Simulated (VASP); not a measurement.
# Pt (Fm-3m) in VASP: a series of runs, part 2 of 2

VASP 6.6.1. The steps go on from the part before.

## 4. Single point, LDA (13.87 Å³/atom)

This run uses another cell than the first one, of 13.87 Å³/atom.

Contents of INCAR:

```
SYSTEM = Pt
ALGO = Normal ; EDIFF = 1E-6
ENCUT = 520 ; ISIF = 2
ISMEAR = 0 ; LASPH = .True.
LCHARG = .False. ; LREAL = .False.
LWAVE = .False. ; NBANDS = 11
NELM = 60 ; PREC = Accurate
SIGMA = 0.15
```

Contents of KPOINTS:

```
k-points
0
Gamma
  22 22 22
  0 0 0
```

Contents of POSCAR:

```
Pt
1.0
    0.0000000000      1.9070834392      1.9070834392
    1.9070834392      0.0000000000      1.9070834392
    1.9070834392      1.9070834392      0.0000000000
Pt
1
Direct
    0.0000000000      0.0000000000      0.0000000000
```

Potentials or basis: VASP PAW LDA potentials, release 64 (Pt).

Run with:

```
$ cat potpaw_LDA.64/Pt/POTCAR > POTCAR
$ mpirun -np 1 vasp_std > vasp.out
```

OUTCAR:

```text
SYSTEM = Pt
   EDIFF = 1E-6
   ENCUT = 520
   ISIF = 2
   ISMEAR = 0
   LASPH = .True.
   LREAL = .False.
   NELM = 60
   PREC = Accurate

 ion  position               nearest neighbor table
   1  0.000  0.000  0.000-

  LATTYP: Found a face centered cubic cell.
 ALAT       =     3.8141668784

  Lattice vectors:

 A1 = (   0.0000000000,   1.9070834392,   1.9070834392)
 A2 = (   1.9070834392,   0.0000000000,   1.9070834392)
 A3 = (   1.9070834392,   1.9070834392,   0.0000000000)

Analysis of symmetry for initial positions (statically):
=====================================================================
 Subroutine PRICEL returns:
 Original cell was already a primitive cell.

 Routine SETGRP: Setting up the symmetry group for a
 face centered cubic supercell.

 Subroutine GETGRP returns: Found 48 space group operations
 (whereof 48 operations were pure point group operations)
 out of a pool of 48 trial point group operations.

The static configuration has the point symmetry O_h .

Analysis of symmetry for dynamics (positions and initial velocities):
=====================================================================
 Subroutine PRICEL returns:
 Original cell was already a primitive cell.

 Routine SETGRP: Setting up the symmetry group for a
 face centered cubic supercell.

 Subroutine GETGRP returns: Found 48 space group operations
 (whereof 48 operations were pure point group operations)
 out of a pool of 48 trial point group operations.

The dynamic configuration has the point symmetry O_h .

 Subroutine INISYM returns: Found 48 space group operations
 (whereof 48 operations are pure point group operations),
 and found     1 'primitive' translations

----------------------------------------------------------------------------------------

                                     Primitive cell

[... 111 lines left out ...]
  Thomas-Fermi vector in A             =   2.583458
   LORBIT       =      0    0 simple, 1 ext, 2 COOP (PROOUT), +10 PAW based schemes
   GGA     = CA    functional components
   LHFCALC =     F    Hartree Fock is set to
   AEXX    =    0.0000 exact exchange contribution
   IVDW    =     0    specifies the selected vdW correction
   LEPSILON=     F    determine dielectric tensor
   LRPA    =     F    only Hartree local field effects (RPA)
 non-spin polarized calculation
 Gauss-broadening in eV      SIGMA  =   0.15
  energy-cutoff  :      520.00
  volume of cell :       13.87
 maximum number of plane-waves:       388
   NGX =  9   NGY =  9   NGZ =  9

 number of electron      10.0000000 magnetization

 Free energy of the ion-electron system (eV)
  ---------------------------------------------------
  ext. energy  EPLUGINS =         0.00000000
  ---------------------------------------------------
  free energy    TOTEN  =        -7.45236036 eV

  energy without entropy =       -7.43475459  energy(sigma->0) =       -7.44355747

 E-fermi :  12.8489     XC(G=0): -14.1760

 val. band max:       12.8485644800   @ k =  -0.4545   0.2273   0.0000
 cond. band min:      12.8510213476   @ k =  -0.4545   0.1818   0.0455
 fundamental gap:      0.0024568676
 Fermi energy:        12.8489342671

 k-point     1 :       0.0000    0.0000    0.0000
  band No.  band energies     occupation
      1       1.6281      2.00000
      2       8.4783      2.00000
      3       8.4783      2.00000
      4       8.4783      2.00000
      5      10.9912      2.00000
      6      10.9912      2.00000
      7      27.1767      0.00000
      8      32.5833      0.00000
      9      32.5833      0.00000
     10      32.5833      0.00000
     11      38.3514      0.00000
[... 309 lines left out ...]
 k-point    24 :      -0.4545    0.0455    0.0000
  band No.  band energies     occupation
      1       4.6380      2.00000
      2       8.3593      2.00000
      3       8.4736      2.00000
      4      11.3415      2.00000
      5      12.7971      1.37471
      6      13.4948      0.00000
      7      19.5716      0.00000
      8      26.9700      0.00000
      9      32.0499      0.00000
     10      32.4885      0.00000
     11      42.2440      0.00000

 [... further k-points ...]

------------------------ aborting loop because EDIFF is reached ----------------------------------------

  FORCE on cell =-STRESS in cart. coord.  units (eV):
  Direction    XX          YY          ZZ          XY          YZ          ZX
  --------------------------------------------------------------------------------------
  -------------------------------------------------------------------------------------
  Total        2.0393079      2.0393079      2.0393079      0.0000000      0.0000000      0.0000000
  in kB      235.5343730    235.5343730    235.5343730      0.0000000      0.0000000      0.0000000
  external PRESSURE =     235.5343730 kB  Pullay stress =       0.0000000 kB

 VOLUME and BASIS-vectors are now :
 -----------------------------------------------------------------------------
  energy-cutoff  :      520.00
  volume of cell :       13.87
      direct lattice vectors                 reciprocal lattice vectors
     0.000000000  1.907083439  1.907083439    -0.262180453  0.262180453  0.262180453
     1.907083439  0.000000000  1.907083439     0.262180453 -0.262180453  0.262180453
     1.907083439  1.907083439  0.000000000     0.262180453  0.262180453 -0.262180453

 POSITION                                       TOTAL-FORCE (eV/Angst)
 -----------------------------------------------------------------------------------
      0.00000      0.00000      0.00000         0.000000     -0.000000     -0.000000
 -----------------------------------------------------------------------------------
    total drift:                                0.000000      0.000000      0.000000

  FREE ENERGIE OF THE ION-ELECTRON SYSTEM (eV)
  ---------------------------------------------------
  free  energy   TOTEN  =        -7.4523603594 eV

  energy  without entropy=       -7.4347545863  energy(sigma->0) =       -7.44355747
```

OSZICAR:

```text
N       E                     dE             d eps       ncg     rms          rms(c)
DAV:   1     0.395177755865E+02    0.39518E+02   -0.54361E+03  7352   0.854E+02
DAV:   2    -0.724969607434E+01   -0.46767E+02   -0.44997E+02  8309   0.182E+02
DAV:   3    -0.786989869207E+01   -0.62020E+00   -0.61657E+00  8454   0.198E+01
DAV:   4    -0.787219405286E+01   -0.22954E-02   -0.22952E-02  8376   0.142E+00
DAV:   5    -0.787221028594E+01   -0.16233E-04   -0.16232E-04  8525   0.109E-01    0.170E+01
DAV:   6    -0.751228323568E+01    0.35993E+00   -0.71418E-01  7873   0.684E+00    0.885E+00
DAV:   7    -0.745758085335E+01    0.54702E-01   -0.16849E-01  8365   0.319E+00    0.266E+00
DAV:   8    -0.745252039491E+01    0.50605E-02   -0.84618E-03  7851   0.873E-01    0.567E-01
DAV:   9    -0.745235610748E+01    0.16429E-03   -0.12630E-04  8239   0.109E-01    0.119E-02
DAV:  10    -0.745236031700E+01   -0.42095E-05   -0.27546E-06  8761   0.113E-02    0.240E-03
DAV:  11    -0.745236035940E+01   -0.42399E-07   -0.41941E-08  4499   0.190E-03
   1 F= -.74523604E+01 E0= -.74435575E+01  d E =-.176058E-01
```

stdout:

```text
POSCAR found type information on POSCAR Pt
 POSCAR found :  1 types and       1 ions
 scaLAPACK will be used
 LDA part: xc-table for (Slater(with rela. corr.)+CA(PZ))
 , standard interpolation
 POSCAR, INCAR and KPOINTS ok, starting setup
 FFT: planning ... GRIDC
 FFT: planning ... GRID_SOFT
 FFT: planning ... GRID
 WAVECAR not read
 entering main loop
```

Wall time 48 s (1 thread of Intel Xeon 8259CL, shared host); peak memory 0.16 GiB.

What came out:

- Free energy: -7.4524 eV
- Pressure: 23.6 GPa
- Band gap on the k mesh: zero (bands 5 and 6 overlap by 2.59 eV)

Caveat: the cell stands under pressure; spin-orbit coupling is left out, which moves the levels of the heavy elements.

## 5. Single point, LDA (14.31 Å³/atom)

This run uses another cell than the first one, of 14.31 Å³/atom.

Contents of INCAR:

```
SYSTEM = Pt
PREC = Accurate ; ENCUT = 520
EDIFF = 1E-6 ; ISMEAR = 0
SIGMA = 0.15 ; LREAL = .FALSE.
LASPH = .TRUE. ; NELM = 80
ALGO = Normal ; ISIF = 2
LWAVE = .FALSE. ; LCHARG = .FALSE.
GGA = CA ; NBANDS = 11
```

Contents of KPOINTS:

```
Automatic mesh
0
G
  22 22 22
  0 0 0
```

Contents of POSCAR:

```
Pt
1.0
    0.0000000000      1.9271718894      1.9271718894
    1.9271718894      0.0000000000      1.9271718894
    1.9271718894      1.9271718894      0.0000000000
Pt
1
Direct
    0.0000000000      0.0000000000      0.0000000000
```

Potentials or basis: VASP PAW LDA potentials, release 64 (Pt).

Run with:

```
$ cat potpaw_LDA.64/Pt/POTCAR > POTCAR
$ mpirun -np 1 vasp_std > vasp.out
```

OUTCAR:

```text
SYSTEM = Pt
   PREC = Accurate
   ENCUT = 520
   EDIFF = 1E-6
   ISMEAR = 0
   LREAL = .FALSE.
   LASPH = .TRUE.
   NELM = 80
   ISIF = 2
   GGA = CA

 ion  position               nearest neighbor table
   1  0.000  0.000  0.000-

  LATTYP: Found a face centered cubic cell.
 ALAT       =     3.8543437788

  Lattice vectors:

 A1 = (   0.0000000000,   1.9271718894,   1.9271718894)
 A2 = (   1.9271718894,   0.0000000000,   1.9271718894)
 A3 = (   1.9271718894,   1.9271718894,   0.0000000000)

Analysis of symmetry for initial positions (statically):
=====================================================================
 Subroutine PRICEL returns:
 Original cell was already a primitive cell.

 Routine SETGRP: Setting up the symmetry group for a
 face centered cubic supercell.

 Subroutine GETGRP returns: Found 48 space group operations
 (whereof 48 operations were pure point group operations)
 out of a pool of 48 trial point group operations.

The static configuration has the point symmetry O_h .

Analysis of symmetry for dynamics (positions and initial velocities):
=====================================================================
 Subroutine PRICEL returns:
 Original cell was already a primitive cell.

 Routine SETGRP: Setting up the symmetry group for a
 face centered cubic supercell.

 Subroutine GETGRP returns: Found 48 space group operations
 (whereof 48 operations were pure point group operations)
 out of a pool of 48 trial point group operations.

The dynamic configuration has the point symmetry O_h .

 Subroutine INISYM returns: Found 48 space group operations
 (whereof 48 operations are pure point group operations),
 and found     1 'primitive' translations

----------------------------------------------------------------------------------------

                                     Primitive cell

  volume of cell :      14.3150

  direct lattice vectors                    reciprocal lattice vectors
[... 112 lines left out ...]
   AEXX    =    0.0000 exact exchange contribution
   IVDW    =     0    specifies the selected vdW correction
   LEPSILON=     F    determine dielectric tensor
   LRPA    =     F    only Hartree local field effects (RPA)
 non-spin polarized calculation
 Gauss-broadening in eV      SIGMA  =   0.15
  energy-cutoff  :      520.00
  volume of cell :       14.31
 maximum number of plane-waves:       394
   NGX = 11   NGY = 11   NGZ = 11

 number of electron      10.0000000 magnetization

 number of electron       9.9999999 magnetization

 Free energy of the ion-electron system (eV)
  ---------------------------------------------------
  ext. energy  EPLUGINS =         0.00000000
  ---------------------------------------------------
  free energy    TOTEN  =        -7.50020006 eV

  energy without entropy =       -7.48159687  energy(sigma->0) =       -7.49089847

 E-fermi :  12.1858     XC(G=0): -13.9912

 val. band max:       12.1851172850   @ k =  -0.4545   0.1818   0.0455
 cond. band min:      12.1871760073   @ k =  -0.3636   0.3636   0.1364
 fundamental gap:      0.0020587223
 Fermi energy:        12.1857836433

 k-point     1 :       0.0000    0.0000    0.0000
  band No.  band energies     occupation
      1       1.3413      2.00000
      2       8.0324      2.00000
      3       8.0324      2.00000
      4       8.0324      2.00000
      5      10.4205      2.00000
      6      10.4205      2.00000
      7      26.6375      0.00000
      8      31.8597      0.00000
      9      31.8597      0.00000
     10      31.8597      0.00000
     11      37.5069      0.00000
[... 309 lines left out ...]
 k-point    24 :      -0.4545    0.0455    0.0000
  band No.  band energies     occupation
      1       4.3329      2.00000
      2       7.9247      2.00000
      3       8.0332      2.00000
      4      10.8010      2.00000
      5      12.1338      1.37605
      6      12.8294      0.00000
      7      18.6473      0.00000
      8      26.4057      0.00000
      9      31.1738      0.00000
     10      31.6130      0.00000
     11      41.0662      0.00000

 [... further k-points ...]

------------------------ aborting loop because EDIFF is reached ----------------------------------------

  FORCE on cell =-STRESS in cart. coord.  units (eV):
  Direction    XX          YY          ZZ          XY          YZ          ZX
  --------------------------------------------------------------------------------------
  -------------------------------------------------------------------------------------
  Total        0.9948287      0.9948287      0.9948287      0.0000000      0.0000000      0.0000000
  in kB      111.3441802    111.3441802    111.3441802      0.0000000      0.0000000      0.0000000
  external PRESSURE =     111.3441802 kB  Pullay stress =       0.0000000 kB

 VOLUME and BASIS-vectors are now :
 -----------------------------------------------------------------------------
  energy-cutoff  :      520.00
  volume of cell :       14.31
      direct lattice vectors                 reciprocal lattice vectors
     0.000000000  1.927171889  1.927171889    -0.259447537  0.259447537  0.259447537
     1.927171889  0.000000000  1.927171889     0.259447537 -0.259447537  0.259447537
     1.927171889  1.927171889  0.000000000     0.259447537  0.259447537 -0.259447537

 POSITION                                       TOTAL-FORCE (eV/Angst)
 -----------------------------------------------------------------------------------
      0.00000      0.00000      0.00000         0.000000     -0.000000      0.000000
 -----------------------------------------------------------------------------------
    total drift:                                0.000000     -0.000000      0.000000

  FREE ENERGIE OF THE ION-ELECTRON SYSTEM (eV)
  ---------------------------------------------------
  free  energy   TOTEN  =        -7.5002000615 eV

  energy  without entropy=       -7.4815968747  energy(sigma->0) =       -7.49089847
```

OSZICAR:

```text
N       E                     dE             d eps       ncg     rms          rms(c)
DAV:   1     0.390223287572E+02    0.39022E+02   -0.54297E+03  7371   0.854E+02
DAV:   2    -0.732366191250E+01   -0.46346E+02   -0.44585E+02  8308   0.180E+02
DAV:   3    -0.792491534531E+01   -0.60125E+00   -0.59872E+00  8472   0.195E+01
DAV:   4    -0.792720270836E+01   -0.22874E-02   -0.22872E-02  8332   0.141E+00
DAV:   5    -0.792721978778E+01   -0.17079E-04   -0.17079E-04  8513   0.112E-01    0.154E+01
DAV:   6    -0.755497635146E+01    0.37224E+00   -0.79244E-01  7804   0.711E+00    0.800E+00
DAV:   7    -0.750519728029E+01    0.49779E-01   -0.15842E-01  8371   0.305E+00    0.265E+00
DAV:   8    -0.750037124651E+01    0.48260E-02   -0.72738E-03  7879   0.809E-01    0.572E-01
DAV:   9    -0.750019614422E+01    0.17510E-03   -0.12960E-04  8146   0.109E-01    0.124E-02
DAV:  10    -0.750020001107E+01   -0.38668E-05   -0.26576E-06  8711   0.111E-02    0.191E-03
DAV:  11    -0.750020006147E+01   -0.50408E-07   -0.44814E-08  4445   0.196E-03
   1 F= -.75002001E+01 E0= -.74908985E+01  d E =-.186032E-01
```

It took 51 s on 1 thread of Intel Xeon 8259CL, shared host; peak memory 0.16 GiB.

Results:

```yaml
Free_energy: -7.5002 eV
Pressure: 11.1 GPa
Band_gap_on_the_k_mesh: zero (bands 5 and 6 overlap by 2.44 eV)
```

Levels at points of the mesh, in eV from the Fermi level:
| k point | band 1 | band 2 | band 3 | band 4 | band 5 | band 6 | band 7 | band 8 | band 9 | band 10 |
| --- | --- | --- | --- | --- | --- | --- | --- | --- | --- | --- |
| (0.00, 0.00, 0.00) | -10.84 | -4.15 | -4.15 | -4.15 | -1.77 | -1.77 | 14.45 | 19.67 | 19.67 | 19.67 |
| (0.50, 0.00, 0.00) | -7.93 | -4.22 | -4.22 | -0.69 | 0.06 | 0.06 | 6.25 | 14.04 | 19.24 | 19.24 |
| (0.50, 0.50, 0.00) | -7.70 | -7.22 | 0.04 | 0.55 | 0.55 | 1.67 | 9.46 | 11.50 | 11.50 | 20.86 |

Caveat: the cell stands under pressure; spin-orbit coupling is left out, which moves the levels of the heavy elements.

## 6. The runs side by side

```tsv
cell	gap on the mesh (eV)	pressure (GPa)
a = 2.638 Å, angles 60.0°, 1 atom	none	56.4
a = 2.668 Å, angles 60.0°, 1 atom	none	38.5
a = 2.697 Å, angles 60.0°, 1 atom	none	23.6
a = 2.725 Å, angles 60.0°, 1 atom	none	11.1
```

Alike in all rows: task single point; level LDA; potentials or basis VASP PAW LDA potentials, release 64 (Pt); no spin polarisation; k mesh 22 × 22 × 22; cutoff (eV) 520; smearing gaussian 0.15 eV.

Caveats: the cell stands under pressure; spin-orbit coupling is left out, which moves the levels of the heavy elements.

Absolute energies hang on the potentials; compare differences alone.
